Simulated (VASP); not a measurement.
Set up this calculation in VASP 6.6.1, as the native input.

```yaml
Task: single point
Functional: PBEsol
Potentials_or_basis: VASP PAW PBE potentials, release 64 (W_sv, O)
Cutoff: 520 eV
k_mesh: 8 × 8 × 8
Occupations: gaussian, width 0.15 eV
Spin: no spin polarisation
Dipole_correction: no
Further_INCAR_settings: ALGO = Normal; EDIFF = 1e-06; NBANDS = 58
```

The structure of W3O lies in POSCAR:

```
W3O
1.0
    4.8313496810      0.0000000000      0.0000000000
    0.0000000000      4.8313496810      0.0000000000
    0.0000000000      0.0000000000      4.8313496810
W O
6 2
Direct
    0.5000000000      0.7396509250      0.0000000000
    0.0000000000      0.4896509250      0.7500000000
    0.2500000000     -0.0103490750      0.5000000000
    0.5000000000      0.2396509250      0.0000000000
    0.0000000000      0.4896509250      0.2500000000
    0.7500000000     -0.0103490750      0.5000000000
    0.5000000000      0.5000000000      0.5000000000
    0.0000000000      0.0000000000      0.0000000000
```

This cell differs from its parent crystal: all W atoms moved -0.050 Å, as atom 1 along Cartesian [0 1 0].

These files were run (other wordings do the same):

INCAR

```
SYSTEM = W3O
  ALGO = Normal
  EDIFF = 1E-6
  ENCUT = 520
  GGA = PS
  ISIF = 2
  ISMEAR = 0
  LASPH = .TRUE.
  LCHARG = .FALSE.
  LREAL = .FALSE.
  LWAVE = .FALSE.
  NBANDS = 58
  NELM = 100
  PREC = Accurate
  SIGMA = 0.15
```

KPOINTS

```
k-points
0
G
  8 8 8
  0 0 0
```

Potentials or basis: VASP PAW PBE potentials, release 64 (W_sv, O).

Command:

```bash
$ cat potpaw_PBE.64/W_sv/POTCAR potpaw_PBE.64/O/POTCAR > POTCAR
$ mpirun -np 1 vasp_std > vasp.out
```

Results of the run:

```
Pressure               : 1.0 GPa
Largest force          : 0.216 eV/Å
Band gap on the k mesh : zero (band 48 reaches 10.54 eV, above the bottom of band 49 at 9.60 eV)
```

Caveat: the cell differs from its parent crystal (all W atoms moved -0.050 Å, as atom 1 along Cartesian [0 1 0]); the PAW data sets were made with another functional, which shifts forces and pressure a little; spin-orbit coupling is left out, which moves the levels of the heavy elements.

Run time: 14 min on 1 thread of Oxide Virtual Turin-like Processor, with other jobs on the host, peak memory 0.41 GiB.
